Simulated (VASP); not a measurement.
Here is a VASP 6.6.1 calculation.

Contents of INCAR:

```
SYSTEM = Si
PREC = Accurate
ENCUT = 520
EDIFF = 1E-7
ISMEAR = 0
SIGMA = 0.05
LREAL = .FALSE.
LASPH = .TRUE.
NELM = 60
ALGO = Normal
ISIF = 2
LWAVE = .FALSE.
LCHARG = .TRUE.
GGA = PE
LELF = .TRUE.
LVHAR = .TRUE.
NBANDS = 16
```

Contents of KPOINTS:

```
Automatic mesh
0
G
  6 6 4
  0 0 0
```

The input POSCAR:

```
Si
1.0
    3.8194737637     -0.0006670874      0.0140427400
   -1.9103145965      3.3617695673     -0.0213862112
    0.0232084773     -0.0274135316      6.4368789423
Si
4
Direct
    0.3098184467      0.6494084954      0.0665043196
    0.6664574732      0.3316885209      0.5651350224
    0.3530848204      0.6809006356      0.4325543555
    0.6706392596      0.3380023481      0.9358063025
```

Potentials or basis: VASP PAW PBE potentials, release 64 (Si).

The run is started by

```sh
$ cat potpaw_PBE.64/Si/POTCAR > POTCAR
$ mpirun -np 1 vasp_std > vasp.out
```

Question: Estimate the largest force.

Answer: 1.375 eV/Å.

Question: Predict the band gap on the k mesh.

Answer: 0.29 eV (least direct gap 0.92 eV).

Question: Predict the pressure.

Answer: -0.8 GPa.

Stress tensor (GPa, compression positive):
```
 1.10  0.42  1.05
 0.42 -1.95  1.98
 1.05  1.98 -1.43
```

Caveat: the cell differs from its parent crystal (atoms moved at random and the cell strained at random); forces of over 1 eV/Å act on the atoms, so gaps and moduli don't describe the material at rest. A k mesh can miss the band edges.
